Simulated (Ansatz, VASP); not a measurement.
**Two plane-wave programs on Al2Cu**

The input INCAR:

```
SYSTEM = Al2Cu
  PREC = Accurate
  ENCUT = 520
  EDIFF = 1E-6
  ISMEAR = 0
  SIGMA = 0.15
  LREAL = .False.
  LASPH = .True.
  NELM = 100
  ALGO = Normal
  ISIF = 2
  LWAVE = .False.
  LCHARG = .False.
  NBANDS = 16
```

The input KPOINTS:

```
Automatic mesh
0
Gamma
  10 10 14
  0 0 0
```

Contents of POSCAR:

```
Al2Cu
1.0
    3.7593000000      0.0000000000      0.0000000000
    0.0000000000      3.7593000000      0.0000000000
    0.0000000000      0.0000000000      2.8213781230
Al Cu
2 1
Direct
    0.5000000000      0.0000000000      0.5000000000
    0.0000000000      0.5000000000      0.5000000000
    0.0000000000      0.0000000000      0.0000000000
```

Input for Ansatz:

```yaml
crystal:
  lattice:
    - [3.7593, 0.0, 0.0]
    - [0.0, 3.7593, 0.0]
    - [0.0, 0.0, 2.821378123]
  atoms:
    - { symbol: Al, position: [0.5, 0.0, 0.5] }
    - { symbol: Al, position: [0.0, 0.5, 0.5] }
    - { symbol: Cu, position: [0.0, 0.0, 0.0] }
basis:
  ecutwfc: 520.0
kpoints:
  mp_grid: { grid: [10, 10, 14] }
hamiltonian:
  xc: lda
  pseudopotentials: { kind: paw, azcp: { folder: soft_1 } }
scf:
  occupations: { method: gaussian, width: 0.15 }
output:
  forces: true
  stress: true
  eigenvalues: true
```

Alike in both runs: task single point; functional LDA; k mesh 10 × 10 × 14; occupations gaussian, width 0.15 eV; no spin polarisation.

|  | VASP | Ansatz |
| --- | --- | --- |
| version | VASP 6.6.1 | Ansatz 0.2.0 |
| potentials or method | VASP PAW LDA potentials, release 64 (Al, Cu), cutoff 520 eV | scalar-relativistic, plane waves, PAW |
| valence electrons in the cell | 17 | 25 |

```tsv
	VASP	Ansatz	Ansatz less VASP
gap on the k mesh at the Fermi level (eV)	none	none	-
pressure (GPa)	21.8	21.5	-0.28
traceless stress, the component that is largest in VASP (GPa)	-7.71	-7.73	-0.016
```

Ansatz warns that its potentials were made for another functional, while VASP's fit it. LDA's correlation is that of Perdew and Zunger in VASP and of Perdew and Wang (1992) in Ansatz. A gap of «none» marks a metal or a gap that the smearing closes. VASP's potentials hold 17 valence electrons a cell and Ansatz's 25, so a difference there can come from the potentials and not from the codes.
